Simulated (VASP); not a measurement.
Au: relaxation of volume and atoms at fixed shape with r2SCAN

Au:

```
Au
1.0
     4.07000    0.00000    0.00000
     0.00000    4.07000    0.00000
     0.00000    0.00000    4.07000
Au
4
Direct
  0.00000 0.00000 0.00000
  0.00000 0.50000 0.50000
  0.50000 0.00000 0.50000
  0.50000 0.50000 0.00000
```

```
Program                : VASP 6.6.1
Task                   : relaxation of volume and atoms at fixed shape
Functional             : r2SCAN
Potentials or basis    : VASP PAW PBE potentials, release 64 (Au)
Cutoff                 : 600 eV
k mesh                 : 5 × 5 × 5
Occupations            : gaussian, width 0.05 eV
Spin                   : no spin polarisation
Dipole correction      : no
Further INCAR settings : ALGO = Normal; EDIFF = 1e-06; IBRION = 2; EDIFFG = -0.02; NSW = 80; ISIF = 8
```

```json
{
  "Relaxed volume": "17.74 Å³/atom",
  "Relaxed cell": "a = 4.140 Å, b = 4.140 Å, c = 4.140 Å, α = 90.00°, β = 90.00°, γ = 90.00°",
  "Space group after relaxing (to 0.1 Å)": "Fm-3m (No. 225)",
  "Energy gained by relaxing": "22.5 meV/atom",
  "Ionic steps": "3",
  "Pressure after relaxing": "-0.2 GPa",
  "Band gap on the k mesh": "zero (bands 22 and 23 overlap by 1.60 eV)"
}
```

The path:
| step | energy change (eV) | largest force (eV/Å) | pressure (GPa) | volume (Å³) |
| --- | --- | --- | --- | --- |
| 1 | 0.0000 | 0.0000 | 8.81 | 67.42 |
| 2 | 0.1081 | 0.0000 | -9.65 | 76.87 |
| 3 | -0.0901 | 0.0000 | -0.15 | 70.97 |

Final structure:
```yaml
crystal:
  lattice:
    - [4.14023, 0.00000, 0.00000]
    - [0.00000, 4.14023, 0.00000]
    - [0.00000, 0.00000, 4.14023]
  atoms:
    - { symbol: Au, position: [0.00000, 0.00000, 0.00000] }
    - { symbol: Au, position: [0.00000, 0.50000, 0.50000] }
    - { symbol: Au, position: [0.50000, 0.00000, 0.50000] }
    - { symbol: Au, position: [0.50000, 0.50000, 0.00000] }
```

Levels at points of the mesh, in eV from the Fermi level:
| k point | band 18 | band 19 | band 20 | band 21 | band 22 | band 23 | band 24 | band 25 | band 26 |
| --- | --- | --- | --- | --- | --- | --- | --- | --- | --- |
| (0.00, 0.00, 0.00) | -1.66 | -1.66 | -1.66 | -1.66 | 1.45 | 1.45 | 1.45 | 5.82 | 5.82 |

Run time: 2.6 min on 1 thread of AMD EPYC 9R45 96-Core Processor (Zen 5), on a shared host, peak memory 0.2 GiB.

Caveat: the PAW data sets were made with another functional, which shifts forces and pressure a little; spin-orbit coupling is left out, which moves the levels of the heavy elements.
